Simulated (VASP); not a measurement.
Runs of VASP 6.6.1 on SiO2. The structure is that of space group P4_2/mnm (No. 136), or close to it. The cells are those of the table. 

```tsv
task	cell	gap on the mesh (eV)	pressure (GPa)	largest force (eV/Å)
electric field gradients	a = 4.235, b = 4.235, c = 2.703 Å, 6 atoms	4.92	-1.5	0.03
electric field gradients	a = 4.152, b = 4.152, c = 2.650 Å, 6 atoms	5.98	18.3	0.39
single point	a = 4.152, b = 4.152, c = 2.650 Å, 6 atoms	5.98	18.3	0.40
single point	a = 4.095, b = 4.095, c = 2.613 Å, 6 atoms	6.76	35.2	0.73
single point	a = 4.235, b = 4.235, c = 2.703 Å, 6 atoms	4.92	-1.5	0.03
electric field gradients	a = 4.194, b = 4.194, c = 2.677 Å, 6 atoms	(a)	7.7	0.17
electric field gradients	a = 4.095, b = 4.095, c = 2.613 Å, 6 atoms	6.76	35.2	0.73
```

Alike in all rows: level PBE; potentials or basis VASP PAW PBE potentials, release 64 (Si, O); no spin polarisation; k mesh 6 × 6 × 9; cutoff (eV) 520; smearing fermi-dirac 0.03 eV.

Question: Estimate the missing entries.

Answer: (a) 5.44.

Caveats: the cell stands under pressure (at least some runs); the stress differs along the axes, from 33 to 40 GPa (at least some runs).

A k mesh can miss the band edges.
